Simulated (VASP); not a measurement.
# Ir (Fm-3m) in VASP: further runs

Ir is run at these levels: r2SCAN; tasks: single point, relaxation of cell and atoms.

All numbers are computed with VASP 6.6.1; they aren't measurements. Logs are shortened: lines on timing, memory, paths and dates and some standing lists are left out, and cuts for length are marked.

## Step 1: The cell of the first run

It takes space group Fm-3m (No. 225, cubic). The conventional cell has a = 3.844 Å, b = 3.844 Å, c = 3.844 Å, α = 90.00°, β = 90.00°, γ = 90.00°. Within 3.6 Å of Ir (site symmetry m-3m) lie 12 Ir at 2.72 Å.

## Step 2: Single point, r2SCAN

POSCAR

```
Ir
1.0
    0.0000000000      1.9220887785      1.9220887785
    1.9220887785      0.0000000000      1.9220887785
    1.9220887785      1.9220887785      0.0000000000
Ir
1
Direct
    0.0000000000      0.0000000000      0.0000000000
```

INCAR.step1

```
PREC = Accurate ; ENCUT = 520
ISMEAR = 0 ; SIGMA = 0.1
LREAL = F ; LASPH = T
NELM = 80 ; NBANDS = 10
GGA = PE ; ALGO = Normal
EDIFF = 1E-4 ; LWAVE = T
LCHARG = F
```

INCAR.step2

```
PREC = Accurate ; ENCUT = 520
EDIFF = 1E-6 ; ISMEAR = 0
SIGMA = 0.1 ; LREAL = F
LASPH = T ; NELM = 80
ALGO = Normal ; ISIF = 2
LWAVE = F ; LCHARG = T
METAGGA = R2SCAN ; LMIXTAU = T
LELF = T ; LVHAR = T
NBANDS = 10 ; ISTART = 1
```

KPOINTS

```
Automatic mesh
0
Gamma
  18 18 18
```

Potentials or basis: VASP PAW PBE potentials, release 64 (Ir).

Launch:

```sh
cat potpaw_PBE.64/Ir/POTCAR > POTCAR
cp INCAR.step1 INCAR
mpirun -np 1 vasp_std > vasp.out
cp INCAR.step2 INCAR
mpirun -np 1 vasp_std > vasp.out
```

OUTCAR:

```text
PREC = Accurate
   ENCUT = 520
   EDIFF = 1E-6
   ISMEAR = 0
   LREAL = F
   LASPH = T
   NELM = 80
   ISIF = 2
   METAGGA = R2SCAN
   ISTART = 1

 ion  position               nearest neighbor table
   1  0.000  0.000  0.000-

  LATTYP: Found a face centered cubic cell.
 ALAT       =     3.8441775570

  Lattice vectors:

 A1 = (   0.0000000000,   1.9220887785,   1.9220887785)
 A2 = (   1.9220887785,   0.0000000000,   1.9220887785)
 A3 = (   1.9220887785,   1.9220887785,   0.0000000000)

Analysis of symmetry for initial positions (statically):
=====================================================================
 Subroutine PRICEL returns:
 Original cell was already a primitive cell.

 Routine SETGRP: Setting up the symmetry group for a
 face centered cubic supercell.

 Subroutine GETGRP returns: Found 48 space group operations
 (whereof 48 operations were pure point group operations)
 out of a pool of 48 trial point group operations.

The static configuration has the point symmetry O_h .

Analysis of symmetry for dynamics (positions and initial velocities):
=====================================================================
 Subroutine PRICEL returns:
 Original cell was already a primitive cell.

 Routine SETGRP: Setting up the symmetry group for a
 face centered cubic supercell.

 Subroutine GETGRP returns: Found 48 space group operations
 (whereof 48 operations were pure point group operations)
 out of a pool of 48 trial point group operations.

The dynamic configuration has the point symmetry O_h .

 Subroutine INISYM returns: Found 48 space group operations
 (whereof 48 operations are pure point group operations),
 and found     1 'primitive' translations

----------------------------------------------------------------------------------------

                                     Primitive cell

  volume of cell :      14.2020

  direct lattice vectors                    reciprocal lattice vectors
     0.000000000  1.922088779  1.922088779    -0.260133666  0.260133666  0.260133666
     1.922088779  0.000000000  1.922088779     0.260133666 -0.260133666  0.260133666
     1.922088779  1.922088779  0.000000000     0.260133666  0.260133666 -0.260133666

  length of vectors
     2.718244019  2.718244019  2.718244019     0.450564726  0.450564726  0.450564726

  position of ions in fractional coordinates (direct lattice)
     0.000000000  0.000000000  0.000000000

  ion indices of the primitive-cell ions
   primitive index   ion index
                 1           1

----------------------------------------------------------------------------------------

 KPOINTS: Automatic mesh

Automatic generation of k-mesh.
 Grid dimensions read from file:
 generate k-points for:   18   18   18

 Generating k-lattice:

  Cartesian coordinates                     Fractional coordinates (reciprocal lattice)
    -0.014451870  0.014451870  0.014451870     0.055555556  0.000000000  0.000000000
     0.014451870 -0.014451870  0.014451870     0.000000000  0.055555556  0.000000000
     0.014451870  0.014451870 -0.014451870     0.000000000  0.000000000  0.055555556

  Length of vectors
     0.025031374  0.025031374  0.025031374

  Shift w.r.t. Gamma in fractional coordinates (k-lattice)
     0.000000000  0.000000000  0.000000000

 Subroutine IBZKPT returns following result:
 ===========================================

 Found    195 irreducible k-points:

 Following reciprocal coordinates:
            Coordinates               Weight
  0.000000  0.000000  0.000000      1.000000
  0.055556  0.000000  0.000000      8.000000
  0.111111  0.000000  0.000000      8.000000
  0.166667  0.000000  0.000000      8.000000
  0.222222  0.000000  0.000000      8.000000
  0.277778  0.000000  0.000000      8.000000
[... 16 lines left out ...]
 -0.277778  0.055556  0.000000     24.000000
 -0.222222  0.055556  0.000000     24.000000
 [... further k-points ...]
   k-points           NKPTS =    195   k-points in BZ     NKDIM =    195   number of bands    NBANDS=     10
   number of dos      NEDOS =    301   number of ions     NIONS =      1
   total plane-waves  NPLWV =   8000
   dimension x,y,z NGX =    20 NGY =   20 NGZ =   20
   dimension x,y,z NGXF=    40 NGYF=   40 NGZF=   40
   ions per type =               1
   NGX,Y,Z   is equivalent  to a cutoff of  12.23, 12.23, 12.23 a.u.
   NGXF,Y,Z  is equivalent  to a cutoff of  24.46, 24.46, 24.46 a.u.
 SYSTEM =  unknown system
   PREC   = accura    normal or accurate (medium, high low for compatibility)
   ISTART =      1    job   : 0-new  1-cont  2-samecut
   ICHARG =      0    charge: 1-file 2-atom 10-const
   ISPIN  =      1    spin polarized calculation?
   LNONCOLLINEAR =      F non collinear calculations
   LSORBIT =      F    spin-orbit coupling
   LASPH  =      T    aspherical Exc in radial PAW
   ENCUT  =  520.0 eV  38.22 Ry    6.18 a.u.   5.05  5.05  5.05*2*pi/ulx,y,z
   NELM   =     80;   NELMIN=  2; NELMDL=  0     # of ELM steps
   EDIFF  = 0.1E-05   stopping-criterion for ELM
   LREAL  =      F    real-space projection
   EDIFFG = 0.1E-04   stopping-criterion for IOM
   NSW    =      0    number of steps for IOM
   IBRION =     -1    ionic relax: 0-MD 1-quasi-New 2-CG
   NFREE  =      0    steps in history (QN), initial steepest desc. (CG)
   ISIF   =      2    stress and relaxation
   ISYM   =      2    0-nonsym 1-usesym 2-fastsym
   POTIM  = 0.5000    time-step for ionic-motion
   TEBEG  =    0.0;   TEEND  =   0.0 temperature during run
   PSTRESS=    0.0 pullay stress
   NELECT =       9.0000    total number of electrons
   NUPDOWN=      -1.0000    fix difference up-down
   EMIN   =  10.00;   EMAX   =-10.00  energy-range for DOS
   EFERMI =   0.00;   METHOD = LEGACY
   ISMEAR =     0;   SIGMA  =   0.10  broadening in eV -4-tet -1-fermi 0-gaus
   EFERMI_NEDOS =   21; number of points for ismear=-14 and -15
   IALGO  =     38    algorithm
   IMIX   =      4    mixing-type and parameters
     AMIX     =   0.40;   BMIX     =  1.00
     AMIX_MAG =   1.60;   BMIX_MAG =  1.00
  volume/ion in A,a.u.               =      14.20        95.84
  Fermi-wavevector in a.u.,A,eV,Ry     =   1.406173  2.657283 26.903123  1.977324
  Thomas-Fermi vector in A             =   2.528560
   LORBIT       =      0    0 simple, 1 ext, 2 COOP (PROOUT), +10 PAW based schemes
   METAGGA = R2SCAN    functional components
   LHFCALC =     F    Hartree Fock is set to
   AEXX    =    0.0000 exact exchange contribution
   IVDW    =     0    specifies the selected vdW correction
   LEPSILON=     F    determine dielectric tensor
   LRPA    =     F    only Hartree local field effects (RPA)
 non-spin polarized calculation
 Gauss-broadening in eV      SIGMA  =   0.10
  energy-cutoff  :      520.00
  volume of cell :       14.20
 maximum number of plane-waves:       392
   NGX = 11   NGY = 11   NGZ = 11

 number of electron       9.0000000 magnetization

 Free energy of the ion-electron system (eV)
  ---------------------------------------------------
  ext. energy  EPLUGINS =         0.00000000
  ---------------------------------------------------
  free energy    TOTEN  =       -52.36970357 eV

  energy without entropy =      -52.36473001  energy(sigma->0) =      -52.36721679

 E-fermi :  10.1550     XC(G=0): -15.3013

 val. band max:       10.1438286512   @ k =   0.3333   0.1111   0.0556
 cond. band min:      10.1575093901   @ k =   0.5000   0.2222   0.1111
 fundamental gap:      0.0136807389
 Fermi energy:        10.1549942785

 k-point     1 :       0.0000    0.0000    0.0000
  band No.  band energies     occupation
      1      -1.3767      2.00000
      2       6.1335      2.00000
      3       6.1335      2.00000
      4       6.1335      2.00000
      5       8.8280      2.00000
      6       8.8280      2.00000
      7      25.2195      0.00000
      8      31.0604      0.00000
      9      31.0604      0.00000
     10      31.0604      0.00000

 k-point     2 :       0.0556    0.0000    0.0000
  band No.  band energies     occupation
      1      -1.2335      2.00000
      2       6.0561      2.00000
      3       6.1958      2.00000
      4       6.1958      2.00000
      5       8.7882      2.00000
      6       8.7882      2.00000
      7      25.4644      0.00000
      8      30.3184      0.00000
      9      31.2914      0.00000
     10      31.2914      0.00000

 k-point     3 :       0.1111    0.0000    0.0000
  band No.  band energies     occupation
      1      -0.8187      2.00000
      2       5.8576      2.00000
      3       6.3582      2.00000
      4       6.3582      2.00000
      5       8.7024      2.00000
      6       8.7024      2.00000
      7      26.1360      0.00000
      8      28.8241      0.00000
      9      31.9622      0.00000
     10      31.9622      0.00000

 k-point     4 :       0.1667    0.0000    0.0000
  band No.  band energies     occupation
      1      -0.1835      2.00000
      2       5.6331      2.00000
      3       6.5366      2.00000
      4       6.5366      2.00000
      5       8.6755      2.00000
      6       8.6755      2.00000
      7      26.9276      0.00000
      8      27.2964      0.00000
      9      33.0063      0.00000
     10      33.0063      0.00000

 k-point     5 :       0.2222    0.0000    0.0000
  band No.  band energies     occupation
      1       0.5612      2.00000
      2       5.5371      2.00000
      3       6.6012      2.00000
      4       6.6012      2.00000
      5       8.8559      2.00000
      6       8.8559      2.00000
      7      25.5349      0.00000
      8      27.6815      0.00000
      9      34.2875      0.00000
     10      34.2875      0.00000

 k-point     6 :       0.2778    0.0000    0.0000
  band No.  band energies     occupation
      1       1.2207      2.00000
      2       5.7848      2.00000
      3       6.5036      2.00000
      4       6.5036      2.00000
      5       9.2920      2.00000
      6       9.2920      2.00000
      7      23.8462      0.00000
      8      27.3934      0.00000
      9      35.0912      0.00000
     10      35.0912      0.00000
[... 183 lines left out ...]
 k-point    21 :      -0.3889    0.0556    0.0000
  band No.  band energies     occupation
      1       1.8667      2.00000
      2       6.0166      2.00000
      3       6.1745      2.00000
      4       7.7836      2.00000
      5      10.3606      0.00364
      6      11.2469      0.00000
      7      19.4678      0.00000
      8      25.5585      0.00000
      9      30.9027      0.00000
     10      32.3158      0.00000

 k-point    22 :      -0.3333    0.0556    0.0000
  band No.  band energies     occupation
      1       1.7982      2.00000
      2       6.1925      2.00000
      3       6.3330      2.00000
      4       6.6831      2.00000
      5       9.7275      2.00000
      6      10.6568      0.00000
      7      21.4005      0.00000
      8      26.2985      0.00000
      9      31.8076      0.00000
     10      33.9772      0.00000

 k-point    23 :      -0.2778    0.0556    0.0000
  band No.  band energies     occupation
      1       1.5117      2.00000
      2       5.8032      2.00000
      3       6.4222      2.00000
      4       6.5289      2.00000
      5       9.0763      2.00000
      6      10.0178      1.94763
      7      23.3432      0.00000
      8      27.2560      0.00000
      9      32.8711      0.00000
     10      35.1091      0.00000

 k-point    24 :      -0.2222    0.0556    0.0000
  band No.  band energies     occupation
      1       0.9240      2.00000
      2       5.4387      2.00000
      3       6.5843      2.00000
      4       6.6802      2.00000
      5       8.5604      2.00000
      6       9.4474      2.00000
      7      25.1015      0.00000
      8      27.8586      0.00000
      9      33.1870      0.00000
     10      34.5723      0.00000

 [... further k-points ...]
[... 5 lines left out ...]
  --------------------------------------------------------------------------------------
  -------------------------------------------------------------------------------------
  Total        0.2201436      0.2201436      0.2201436      0.0000000      0.0000000      0.0000000
  in kB       24.8351208     24.8351208     24.8351208      0.0000000      0.0000000      0.0000000
  external PRESSURE =      24.8351208 kB  Pullay stress =       0.0000000 kB

 VOLUME and BASIS-vectors are now :
 -----------------------------------------------------------------------------
  energy-cutoff  :      520.00
  volume of cell :       14.20
      direct lattice vectors                 reciprocal lattice vectors
     0.000000000  1.922088779  1.922088779    -0.260133666  0.260133666  0.260133666
     1.922088779  0.000000000  1.922088779     0.260133666 -0.260133666  0.260133666
     1.922088779  1.922088779  0.000000000     0.260133666  0.260133666 -0.260133666

 POSITION                                       TOTAL-FORCE (eV/Angst)
 -----------------------------------------------------------------------------------
      0.00000      0.00000      0.00000         0.000000      0.000000      0.000000
 -----------------------------------------------------------------------------------
    total drift:                               -0.000000     -0.000000     -0.000000

  FREE ENERGIE OF THE ION-ELECTRON SYSTEM (eV)
  ---------------------------------------------------
  free  energy   TOTEN  =       -52.3697035662 eV

  energy  without entropy=      -52.3647300114  energy(sigma->0) =      -52.36721679
```

Run time: 3.2 min. Hardware: 1 thread of AMD EPYC 7R13, shared host; peak memory 0.12 GiB.

What came out:

| Property | Result |
| --- | --- |
| Free energy | -52.3697 eV |
| Pressure | 2.5 GPa |

Caveat: the PAW data sets were made with another functional, which shifts forces and pressure a little; spin-orbit coupling is left out, which moves the levels of the heavy elements.

(Continued in part 2 of 2.)
